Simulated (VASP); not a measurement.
Input of a VASP 6.6.1 run:

The input INCAR:

```
PREC = Accurate
ENCUT = 600
EDIFF = 1E-6
ISMEAR = 0
SIGMA = 0.1
LREAL = F
LASPH = T
NELM = 120
ALGO = Normal
ISIF = 2
LWAVE = F
LCHARG = F
GGA = PE
NBANDS = 16
GGA_COMPAT = F
```

File KPOINTS:

```
Automatic mesh
0
Gamma
  6 6 6
```

POSCAR

```
Si2Ni
1.0
    0.0000000000      2.6931550407      2.6931550407
    2.6931550407      0.0000000000      2.6931550407
    2.6931550407      2.6931550407      0.0000000000
Si Ni
2 1
Direct
    0.2500000000      0.2500000000      0.2500000000
    0.7500000000      0.7500000000      0.7500000000
    0.0000000000      0.0000000000      0.0000000000
```

Potentials or basis: VASP PAW PBE potentials, release 64 (Si, Ni).

The run is started by

```sh
$ cat potpaw_PBE.64/Si/POTCAR potpaw_PBE.64/Ni/POTCAR > POTCAR
$ mpirun -np 1 vasp_std > vasp.out
```

**Question.** Predict the band gap on the k mesh.

**Answer.** Zero (band 9 reaches 12.34 eV, above the bottom of band 10 at 10.23 eV).

**Question.** Predict the pressure.

**Answer.** 5.6 GPa.

Spin polarisation is off, so any magnetic state and its effect on volume and gap are missing.
